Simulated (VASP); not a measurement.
# Si (P1) in VASP: single point with PBE

Aim: the single point of Si with PBE.

Program: VASP 6.6.1. These are calculated values, not measurements. Logs are shortened: lines on timing, memory, paths and dates and some standing lists are left out, and cuts for length are marked.

### 1 The cell of the first run

The typed cell holds 8 atoms: a = 5.431 Å, b = 5.431 Å, c = 5.431 Å, α = 90.00°, β = 90.00°, γ = 90.00°.

### 2 Single point, PBE

INCAR reads:

```
PREC     = Accurate       # precision mode
ENCUT    = 500            # plane-wave cutoff, eV
EDIFF    = 1E-6           # SCF threshold, eV
ISMEAR   = 0              # smearing method
SIGMA    = 0.01           # smearing width, eV
LREAL    = False          # projectors in reciprocal space
LASPH    = True           # aspherical terms in the spheres
NELM     = 120            # most SCF steps
ALGO     = Normal         # electronic algorithm
ISIF     = 2              # what is computed and relaxed
LWAVE    = False          # write WAVECAR
LCHARG   = False          # write CHGCAR
GGA      = PE             # functional
NBANDS   = 26             # bands
ISYM     = 0            
GGA_COMPAT= False
```

KPOINTS reads:

```
Automatic mesh
0
Gamma
  1 1 1
  0.5 0.5 0.5
```

POSCAR reads:

```
Si
1.0
    5.4310000000      0.0000000000      0.0000000000
    0.0000000000      5.4310000000      0.0000000000
    0.0000000000      0.0000000000      5.4310000000
Si
8
Direct
   -0.0055200000     -0.0022100000      0.0011000000
    0.0022100000      0.5055200000      0.4966900000
    0.4977900000      0.0011000000      0.5044200000
    0.5055200000      0.4966900000      0.0000000000
    0.2511000000      0.2544200000      0.2455800000
    0.2466900000      0.7500000000      0.7533100000
    0.7544200000      0.2455800000      0.7489000000
    0.7500000000      0.7533100000      0.2444800000
```

Potentials or basis: VASP PAW PBE potentials, release 64 (Si).

Run with:

```
$ cat potpaw_PBE.64/Si/POTCAR > POTCAR
$ mpirun -np 1 vasp_std > vasp.out
```

OUTCAR:

```text
PREC = Accurate
   ENCUT = 500
   EDIFF = 1E-6
   ISMEAR = 0
   LREAL = False
   LASPH = True
   NELM = 120
   ISIF = 2
   GGA = PE
   ISYM = 0

 ion  position               nearest neighbor table
   1  0.994  0.998  0.001-   8 2.30   7 2.32   6 2.34   5 2.38
   2  0.002  0.506  0.497-   6 2.34   5 2.36   8 2.36   7 2.38
   3  0.498  0.001  0.504-   7 2.34   6 2.36   5 2.38   8 2.38
   4  0.506  0.497  0.000-   5 2.33   8 2.34   7 2.36   6 2.38
   5  0.251  0.254  0.246-   4 2.33   2 2.36   1 2.38   3 2.38
   6  0.247  0.750  0.753-   2 2.34   1 2.34   3 2.36   4 2.38
   7  0.754  0.246  0.749-   1 2.32   3 2.34   4 2.36   2 2.38
   8  0.750  0.753  0.244-   1 2.30   4 2.34   2 2.36   3 2.38

IMPORTANT INFORMATION: All symmetrisations will be switched off!
NOSYMM: (Re-)initialisation of all symmetry stuff for point group C_1.

----------------------------------------------------------------------------------------

                                     Primitive cell

  volume of cell :     160.1915

  direct lattice vectors                    reciprocal lattice vectors
     5.431000000  0.000000000  0.000000000     0.184128153  0.000000000  0.000000000
     0.000000000  5.431000000  0.000000000     0.000000000  0.184128153  0.000000000
     0.000000000  0.000000000  5.431000000     0.000000000  0.000000000  0.184128153

  length of vectors
     5.431000000  5.431000000  5.431000000     0.184128153  0.184128153  0.184128153

  position of ions in fractional coordinates (direct lattice)
     0.994480000  0.997790000  0.001100000
     0.002210000  0.505520000  0.496690000
     0.497790000  0.001100000  0.504420000
     0.505520000  0.496690000  0.000000000
     0.251100000  0.254420000  0.245580000
     0.246690000  0.750000000  0.753310000
     0.754420000  0.245580000  0.748900000
     0.750000000  0.753310000  0.244480000

  ion indices of the primitive-cell ions
   primitive index   ion index
                 1           1
                 2           2
                 3           3
                 4           4
                 5           5
                 6           6
                 7           7
                 8           8

----------------------------------------------------------------------------------------

 KPOINTS: Automatic mesh

Automatic generation of k-mesh.
 Grid dimensions read from file:
 generate k-points for:    1    1    1

 Generating k-lattice:

  Cartesian coordinates                     Fractional coordinates (reciprocal lattice)
     0.184128153  0.000000000  0.000000000     1.000000000  0.000000000  0.000000000
     0.000000000  0.184128153  0.000000000     0.000000000  1.000000000  0.000000000
     0.000000000  0.000000000  0.184128153     0.000000000  0.000000000  1.000000000

  Length of vectors
     0.184128153  0.184128153  0.184128153

  Shift w.r.t. Gamma in fractional coordinates (k-lattice)
     0.500000000  0.500000000  0.500000000

 Subroutine IBZKPT returns following result:
 ===========================================

 Found      1 irreducible k-points:

 Following reciprocal coordinates:
            Coordinates               Weight
  0.500000  0.500000  0.500000      1.000000
   k-points           NKPTS =      1   k-points in BZ     NKDIM =      1   number of bands    NBANDS=     26
   number of dos      NEDOS =    301   number of ions     NIONS =      8
   total plane-waves  NPLWV =  64000
   dimension x,y,z NGX =    40 NGY =   40 NGZ =   40
   dimension x,y,z NGXF=    80 NGYF=   80 NGZF=   80
   ions per type =               8
   NGX,Y,Z   is equivalent  to a cutoff of  12.24, 12.24, 12.24 a.u.
   NGXF,Y,Z  is equivalent  to a cutoff of  24.49, 24.49, 24.49 a.u.
 SYSTEM =  unknown system
   PREC   = accura    normal or accurate (medium, high low for compatibility)
   ISTART =      0    job   : 0-new  1-cont  2-samecut
   ICHARG =      2    charge: 1-file 2-atom 10-const
   ISPIN  =      1    spin polarized calculation?
   LNONCOLLINEAR =      F non collinear calculations
   LSORBIT =      F    spin-orbit coupling
   LASPH  =      T    aspherical Exc in radial PAW
   ENCUT  =  500.0 eV  36.75 Ry    6.06 a.u.   9.90  9.90  9.90*2*pi/ulx,y,z
   NELM   =    120;   NELMIN=  2; NELMDL= -5     # of ELM steps
   EDIFF  = 0.1E-05   stopping-criterion for ELM
   LREAL  =      F    real-space projection
   EDIFFG = 0.1E-04   stopping-criterion for IOM
   NSW    =      0    number of steps for IOM
   IBRION =     -1    ionic relax: 0-MD 1-quasi-New 2-CG
   NFREE  =      0    steps in history (QN), initial steepest desc. (CG)
   ISIF   =      2    stress and relaxation
   ISYM   =      0    0-nonsym 1-usesym 2-fastsym
   POTIM  = 0.5000    time-step for ionic-motion
   TEBEG  =    0.0;   TEEND  =   0.0 temperature during run
   PSTRESS=    0.0 pullay stress
   NELECT =      32.0000    total number of electrons
   NUPDOWN=      -1.0000    fix difference up-down
   EMIN   =  10.00;   EMAX   =-10.00  energy-range for DOS
   EFERMI =   0.00;   METHOD = LEGACY
   ISMEAR =     0;   SIGMA  =   0.01  broadening in eV -4-tet -1-fermi 0-gaus
   EFERMI_NEDOS =   21; number of points for ismear=-14 and -15
   IALGO  =     38    algorithm
   IMIX   =      4    mixing-type and parameters
     AMIX     =   0.40;   BMIX     =  1.00
     AMIX_MAG =   1.60;   BMIX_MAG =  1.00
  volume/ion in A,a.u.               =      20.02       135.13
  Fermi-wavevector in a.u.,A,eV,Ry     =   0.956999  1.808467 12.460868  0.915848
  Thomas-Fermi vector in A             =   2.085978
   LORBIT       =      0    0 simple, 1 ext, 2 COOP (PROOUT), +10 PAW based schemes
   GGA     = PE    functional components
   LHFCALC =     F    Hartree Fock is set to
   AEXX    =    0.0000 exact exchange contribution
   IVDW    =     0    specifies the selected vdW correction
   LEPSILON=     F    determine dielectric tensor
   LRPA    =     F    only Hartree local field effects (RPA)
 non-spin polarized calculation
 Gauss-broadening in eV      SIGMA  =   0.01
  energy-cutoff  :      500.00
  volume of cell :      160.19
 maximum number of plane-waves:      4032
 NGX is ok and might be reduce to    40
   NGX = 19   NGY = 19   NGZ = 19

 number of electron      32.0000000 magnetization

 Free energy of the ion-electron system (eV)
  ---------------------------------------------------
  ext. energy  EPLUGINS =         0.00000000
  ---------------------------------------------------
  free energy    TOTEN  =       -33.13827559 eV

  energy without entropy =      -33.13827559  energy(sigma->0) =      -33.13827559

 E-fermi :   5.0615     XC(G=0):  -9.2498

 val. band max:        5.0018512303   @ k =   0.5000   0.5000   0.5000
 cond. band min:       7.5719145641   @ k =   0.5000   0.5000   0.5000
 fundamental gap:      2.5700633337
 Fermi energy:         5.0614522889

 k-point     1 :       0.5000    0.5000    0.5000
  band No.  band energies     occupation
      1      -3.6505      2.00000
      2      -3.5664      2.00000
      3      -3.5322      2.00000
      4      -3.4887      2.00000
      5      -0.9953      2.00000
      6      -0.9454      2.00000
[... 18 lines left out ...]
     25       9.3403      0.00000
     26       9.3605      0.00000

------------------------ aborting loop because EDIFF is reached ----------------------------------------

  FORCE on cell =-STRESS in cart. coord.  units (eV):
  Direction    XX          YY          ZZ          XY          YZ          ZX
  --------------------------------------------------------------------------------------
  -------------------------------------------------------------------------------------
  Total        8.7113208      8.7297083      8.6942649      0.6082253     -0.1858148     -0.1600114
  in kB       87.1274855     87.3113906     86.9568983      6.0832502     -1.8584529     -1.6003767
  external PRESSURE =      87.1319248 kB  Pullay stress =       0.0000000 kB

 VOLUME and BASIS-vectors are now :
 -----------------------------------------------------------------------------
  energy-cutoff  :      500.00
  volume of cell :      160.19
      direct lattice vectors                 reciprocal lattice vectors
     5.431000000  0.000000000  0.000000000     0.184128153  0.000000000  0.000000000
     0.000000000  5.431000000  0.000000000     0.000000000  0.184128153  0.000000000
     0.000000000  0.000000000  5.431000000     0.000000000  0.000000000  0.184128153

 POSITION                                       TOTAL-FORCE (eV/Angst)
 -----------------------------------------------------------------------------------
      5.40102      5.41900      0.00597         0.557774      0.301837     -0.168788
      0.01200      2.74548      2.69752        -0.073951     -0.242785     -0.038058
      2.70350      0.00597      2.73951        -0.018216     -0.000034     -0.422232
      2.74548      2.69752      0.00000        -0.205526      0.178710     -0.311893
      1.36372      1.38176      1.33374        -0.052408     -0.281594      0.432715
      1.33977      4.07325      4.09123         0.273121     -0.087491     -0.042994
      4.09726      1.33374      4.06728        -0.189129      0.350189     -0.128420
      4.07325      4.09123      1.32777        -0.291665     -0.218832      0.679670
 -----------------------------------------------------------------------------------
    total drift:                                0.000036     -0.000008      0.000001

  FREE ENERGIE OF THE ION-ELECTRON SYSTEM (eV)
  ---------------------------------------------------
  free  energy   TOTEN  =       -33.1382755892 eV

  energy  without entropy=      -33.1382755892  energy(sigma->0) =      -33.13827559
```

It took 18 s on 1 thread of Intel Xeon 8259CL, shared host; peak memory 0.22 GiB.

Results:

```
Free energy            : -33.1383 eV
Pressure               : 8.7 GPa
Largest force          : 0.771 eV/Å
Band gap on the k mesh : 2.57 eV
```

Forces on the atoms (eV/Å):
```
Si   0.558  0.302 -0.169
Si  -0.074 -0.243 -0.038
Si  -0.018  0.000 -0.422
Si  -0.206  0.179 -0.312
Si  -0.052 -0.282  0.433
Si   0.273 -0.087 -0.043
Si  -0.189  0.350 -0.128
Si  -0.292 -0.219  0.680
```

Stress tensor (GPa, compression positive):
```
 8.71  0.61 -0.16
 0.61  8.73 -0.19
-0.16 -0.19  8.70
```

Caveat: the k points lie up to 1.16 Å⁻¹ apart.
